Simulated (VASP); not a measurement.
# Au (P6/mmm) in VASP: relaxation of cell and atoms with r2SCAN

Aim: the relaxation of cell and atoms of Au with r2SCAN.

All numbers are computed with VASP 6.6.1; they aren't measurements. Logs are shortened: lines on timing, memory, paths and dates and some standing lists are left out, and cuts for length are marked.

**1. The cell of the first run**

Symmetry: P6/mmm, No. 191, hexagonal system. Conventional cell: a = 4.769 Å, b = 4.769 Å, c = 2.736 Å, α = 90.00°, β = 90.00°, γ = 120.00°. Within 3.6 Å of Au (site symmetry 6/mmm) lie 14 Au at 2.74 to 3.07 Å. Within 3.6 Å of Au (site symmetry -6m2) lie 11 Au at 2.74 to 3.07 Å.

This isn't the form of Au at room conditions, which is fcc.

**2. Relaxation of cell and atoms, r2SCAN**

The input, POSCAR:

```
Au
1.0
    4.7692616057      0.0000000000      0.0000000000
   -2.3846308029      4.1303017079      0.0000000000
    0.0000000000      0.0000000000      2.7363620981
Au
3
Direct
    0.0000000000      0.0000000000      0.0000000000
    0.3333333333      0.6666666667      0.5000000000
    0.6666666667      0.3333333333      0.5000000000
```

The input, INCAR.step1:

```
SYSTEM = Au
PREC = Accurate
ENCUT = 600
ISMEAR = 0
SIGMA = 0.1
LREAL = .False.
LASPH = .True.
NELM = 100
GGA = PE
ALGO = Normal
EDIFF = 1E-4
LWAVE = .True.
LCHARG = .False.
KPAR = 4
```

The input, INCAR.step2:

```
SYSTEM = Au
PREC = Accurate
ENCUT = 600
EDIFF = 1E-7
ISMEAR = 0
SIGMA = 0.1
LREAL = .False.
LASPH = .True.
NELM = 100
ALGO = Normal
ISIF = 3
LWAVE = .False.
LCHARG = .False.
METAGGA = R2SCAN
LMIXTAU = .True.
IBRION = 2
NSW = 100
EDIFFG = -0.01
ISTART = 1
KPAR = 4
```

The input, KPOINTS:

```
Automatic mesh
0
Gamma
  12 12 16
  0 0 0
```

Potentials or basis: VASP PAW PBE potentials, release 64 (Au).

Run with:

```
> cat potpaw_PBE.64/Au/POTCAR > POTCAR
> cp INCAR.step1 INCAR
> mpirun -np 4 vasp_std > vasp.out
> cp INCAR.step2 INCAR
> mpirun -np 4 vasp_std > vasp.out
```

OUTCAR:

```text
SYSTEM = Au
   PREC = Accurate
   ENCUT = 600
   EDIFF = 1E-7
   ISMEAR = 0
   LREAL = .False.
   LASPH = .True.
   NELM = 100
   ISIF = 3
   METAGGA = R2SCAN
   IBRION = 2
   NSW = 100
   EDIFFG = -0.01
   ISTART = 1

 ion  position               nearest neighbor table
   1  0.000  0.000  0.000-   2 3.07   3 3.07   2 3.07   3 3.07   3 3.07   3 3.07   2 3.07   2 3.07
                             3 3.07   3 3.07   2 3.07   2 3.07
   2  0.333  0.667  0.500-   3 2.75   3 2.75   3 2.75   1 3.07   1 3.07   1 3.07   1 3.07   1 3.07
                             1 3.07
   3  0.667  0.333  0.500-   2 2.75   2 2.75   2 2.75   1 3.07   1 3.07   1 3.07   1 3.07   1 3.07
                             1 3.07

  LATTYP: Found a hexagonal cell.
 ALAT       =     4.7692616057
 C/A-ratio  =     0.5737496335

  Lattice vectors:

 A1 = (   4.7692616057,   0.0000000000,   0.0000000000)
 A2 = (  -2.3846308029,   4.1303017079,   0.0000000000)
 A3 = (   0.0000000000,   0.0000000000,   2.7363620981)

Analysis of symmetry for initial positions (statically):
=====================================================================
 Subroutine PRICEL returns:
 Original cell was already a primitive cell.

 Routine SETGRP: Setting up the symmetry group for a
 hexagonal supercell.

 Subroutine GETGRP returns: Found 24 space group operations
 (whereof 24 operations were pure point group operations)
 out of a pool of 24 trial point group operations.

The static configuration has the point symmetry D_6h.

Analysis of symmetry for dynamics (positions and initial velocities):
=====================================================================
 Subroutine PRICEL returns:
 Original cell was already a primitive cell.

 Routine SETGRP: Setting up the symmetry group for a
 hexagonal supercell.

 Subroutine GETGRP returns: Found 24 space group operations
 (whereof 24 operations were pure point group operations)
 out of a pool of 24 trial point group operations.

The dynamic configuration has the point symmetry D_6h.

 Subroutine INISYM returns: Found 24 space group operations
 (whereof 24 operations are pure point group operations),
 and found     1 'primitive' translations

----------------------------------------------------------------------------------------

                                     Primitive cell

[... 98 lines left out ...]
   ISIF   =      3    stress and relaxation
   ISYM   =      2    0-nonsym 1-usesym 2-fastsym
   POTIM  = 0.5000    time-step for ionic-motion
   TEBEG  =    0.0;   TEEND  =   0.0 temperature during run
   PSTRESS=    0.0 pullay stress
   NELECT =      33.0000    total number of electrons
   NUPDOWN=      -1.0000    fix difference up-down
   EMIN   =  10.00;   EMAX   =-10.00  energy-range for DOS
   EFERMI =   0.00;   METHOD = LEGACY
   ISMEAR =     0;   SIGMA  =   0.10  broadening in eV -4-tet -1-fermi 0-gaus
   EFERMI_NEDOS =   21; number of points for ismear=-14 and -15
   IALGO  =     38    algorithm
   IMIX   =      4    mixing-type and parameters
     AMIX     =   0.40;   BMIX     =  1.00
     AMIX_MAG =   1.60;   BMIX_MAG =  1.00
  volume/ion in A,a.u.               =      17.97       121.25
  Fermi-wavevector in a.u.,A,eV,Ry     =   1.390093  2.626896 26.291349  1.932360
  Thomas-Fermi vector in A             =   2.514061
   LORBIT       =      0    0 simple, 1 ext, 2 COOP (PROOUT), +10 PAW based schemes
   METAGGA = R2SCAN    functional components
   LHFCALC =     F    Hartree Fock is set to
   AEXX    =    0.0000 exact exchange contribution
   IVDW    =     0    specifies the selected vdW correction
   LEPSILON=     F    determine dielectric tensor
   LRPA    =     F    only Hartree local field effects (RPA)
 conjugate gradient relaxation of ions
 non-spin polarized calculation
 Gauss-broadening in eV      SIGMA  =   0.10
  energy-cutoff  :      600.00
  volume of cell :       53.90
 maximum number of plane-waves:      1830
 NGX is ok and might be reduce to    40
   NGX = 19   NGY = 19   NGZ = 11

--------------------------------------- Ionic step        1  -------------------------------------------

 number of electron      33.0000002 magnetization

 Free energy of the ion-electron system (eV)
  ---------------------------------------------------
  ext. energy  EPLUGINS =         0.00000000
  ---------------------------------------------------
  free energy    TOTEN  =      -151.58268364 eV

  energy without entropy =     -151.57903485  energy(sigma->0) =     -151.58085924

------------------------ aborting loop because EDIFF is reached ----------------------------------------

  FORCE on cell =-STRESS in cart. coord.  units (eV):
  Direction    XX          YY          ZZ          XY          YZ          ZX
  --------------------------------------------------------------------------------------
  -------------------------------------------------------------------------------------
  Total       -0.6143670     -0.6143670      1.5005005      0.0000000     -0.0000000      0.0000000
  in kB      -18.2613129    -18.2613129     44.6005531      0.0000000     -0.0000000      0.0000000
  external PRESSURE =       2.6926424 kB  Pullay stress =       0.0000000 kB
[... 135 lines left out ...]
--------------------------------------- Ionic step        5  -------------------------------------------

 number of electron      32.9999998 magnetization

 Free energy of the ion-electron system (eV)
  ---------------------------------------------------
  ext. energy  EPLUGINS =         0.00000000
  ---------------------------------------------------
  free energy    TOTEN  =      -151.60303073 eV

  energy without entropy =     -151.59927680  energy(sigma->0) =     -151.60115377

 E-fermi :   8.5209     XC(G=0): -13.2415

 val. band max:        8.4845620963   @ k =   0.2500   0.0833   0.1250
 cond. band min:       8.5271515159   @ k =   0.5000   0.0000   0.0625
 fundamental gap:      0.0425894196
 Fermi energy:         8.5208688049

 k-point     1 :       0.0000    0.0000    0.0000
  band No.  band energies     occupation
      1      -1.0407      2.00000
      2       1.6409      2.00000
      3       2.7941      2.00000
      4       3.2458      2.00000
      5       3.4875      2.00000
      6       3.4875      2.00000
[... 541 lines left out ...]
     19      11.5706      0.00000
     20      16.4589      0.00000

 [... further k-points ...]

------------------------ aborting loop because EDIFF is reached ----------------------------------------

  FORCE on cell =-STRESS in cart. coord.  units (eV):
  Direction    XX          YY          ZZ          XY          YZ          ZX
  --------------------------------------------------------------------------------------
  -------------------------------------------------------------------------------------
  Total        0.0066303      0.0066303     -0.0031698     -0.0000000      0.0000000     -0.0000000
  in kB        0.1972504      0.1972504     -0.0943005     -0.0000000      0.0000000     -0.0000000
  external PRESSURE =       0.1000668 kB  Pullay stress =       0.0000000 kB
[... 18 lines left out ...]
  FREE ENERGIE OF THE ION-ELECTRON SYSTEM (eV)
  ---------------------------------------------------
  free  energy   TOTEN  =      -151.6030307303 eV

  energy  without entropy=     -151.5992768037  energy(sigma->0) =     -151.60115377

 reached required accuracy - stopping structural energy minimisation
```

OUTCAR.step1:

```text
SYSTEM = Au
   PREC = Accurate
   ENCUT = 600
   ISMEAR = 0
   LREAL = .False.
   LASPH = .True.
   NELM = 100
[... 780 lines left out ...]
      0.00000      0.00000      0.00000         0.000000      0.000000      0.000000
     -0.00000      2.75353      1.36818         0.000000     -0.000000      0.000000
      2.38463      1.37677      1.36818        -0.000000      0.000000      0.000000
 -----------------------------------------------------------------------------------
    total drift:                                0.000000     -0.000000      0.000000

  FREE ENERGIE OF THE ION-ELECTRON SYSTEM (eV)
  ---------------------------------------------------
  free  energy   TOTEN  =        -9.4459379219 eV

  energy  without entropy=       -9.4421786534  energy(sigma->0) =       -9.44405829
```

OSZICAR.step1:

```text
N       E                     dE             d eps       ncg     rms          rms(c)
DAV:   1     0.226733280147E+03    0.22673E+03   -0.18473E+04  6848   0.175E+03
DAV:   2    -0.438580646426E+01   -0.23112E+03   -0.21778E+03  7364   0.352E+02
DAV:   3    -0.101818019815E+02   -0.57960E+01   -0.56573E+01  7712   0.539E+01
DAV:   4    -0.102324922510E+02   -0.50690E-01   -0.50652E-01  7316   0.516E+00
DAV:   5    -0.102329485561E+02   -0.45631E-03   -0.45622E-03  7580   0.529E-01    0.141E+01
DAV:   6    -0.949854004680E+01    0.73441E+00   -0.19828E+00  6996   0.120E+01    0.923E+00
DAV:   7    -0.945151891159E+01    0.47021E-01   -0.18375E-01  7464   0.349E+00    0.422E+00
DAV:   8    -0.944598127752E+01    0.55376E-02   -0.10533E-02  7064   0.851E-01    0.383E-01
DAV:   9    -0.944593792193E+01    0.43356E-04   -0.10198E-04  4592   0.166E-01
   1 F= -.94459379E+01 E0= -.94440583E+01  d E =-.375927E-02
```

It took 24 min on 4 MPI ranks of Oxide Virtual Turin-like, shared host; peak memory 0.32 GiB.

Results:

```yaml
Free_energy: -151.6030 eV
Relaxed_volume: 17.95 Å³/atom
Relaxed_cell: a = 4.720 Å, b = 4.720 Å, c = 2.791 Å, α = 90.00°, β = 90.00°, γ = 120.00°
Space_group_after_relaxing_to_0.1_Å: P6/mmm (No. 191)
Energy_gained_by_relaxing: 6.8 meV/atom
Ionic_steps: 5
Pressure_after_relaxing: 0.0 GPa
Band_gap_on_the_k_mesh: zero (an odd number of electrons rules out a gap without spin polarisation)
```

The path:
| step | energy change (eV) | largest force (eV/Å) | pressure (GPa) | volume (Å³) |
| --- | --- | --- | --- | --- |
| 1 | 0.0000 | 0.0000 | 0.27 | 53.90 |
| 2 | -0.0195 | 0.0000 | -0.70 | 54.12 |
| 3 | -0.0199 | 0.0000 | -0.61 | 54.09 |
| 4 | -0.0197 | 0.0000 | 0.77 | 53.58 |
| 5 | -0.0203 | 0.0000 | 0.01 | 53.85 |

Final structure:
```
Au
1.0
     4.72012    0.00000    0.00000
    -2.36006    4.08774    0.00000
     0.00000    0.00000    2.79118
Au
3
Direct
  0.00000 0.00000 0.00000
  0.33333 0.66667 0.50000
  0.66667 0.33333 0.50000
```

Levels at points of the mesh, in eV from the Fermi level:
```
           k point  band 14  band 15  band 16  band 17  band 18  band 19
(0.00, 0.00, 0.00)    -3.51    -2.04    -2.04     2.78     3.66     5.34
(0.50, 0.00, 0.00)    -2.46    -2.44    -2.21    -1.97    -0.39     3.09
(0.00, 0.00, 0.50)    -2.36    -1.29     0.14     0.57     6.72     6.98
(0.50, 0.00, 0.50)    -2.13    -1.65     0.84     1.12     2.98     3.28
```

Caveat: the PAW data sets were made with another functional, which shifts forces and pressure a little; spin-orbit coupling is left out, which moves the levels of the heavy elements.

The gap in the log of VASP goes by the Fermi energy; the results here count the filled bands.